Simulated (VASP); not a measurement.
Input of a VASP 6.6.1 run:

INCAR

```
SYSTEM = Sb
ALGO = Normal
EDIFF = 1E-7
ENCUT = 520
ISIF = 2
ISMEAR = -1
LASPH = .TRUE.
LCHARG = .FALSE.
LREAL = .FALSE.
LWAVE = .FALSE.
NBANDS = 8
NELM = 80
PREC = Accurate
SIGMA = 0.1
```

Contents of KPOINTS:

```
k-points
0
G
  4 4 4
  0 0 0
```

POSCAR

```
Sb
1.0
   -1.7250000000      1.7250000000      1.7250000000
    1.7250000000     -1.7250000000      1.7250000000
    1.7250000000      1.7250000000     -1.7250000000
Sb
1
Direct
    0.0000000000      0.0000000000      0.0000000000
```

Potentials or basis: VASP PAW LDA potentials, release 64 (Sb).

Command:

```console
$ cat potpaw_LDA.64/Sb/POTCAR > POTCAR
$ mpirun -np 1 vasp_std > vasp.out
```

Task: Predict the pressure.

Result: 23.0 GPa.

Caveat: the k points lie up to 0.64 Å⁻¹ apart.
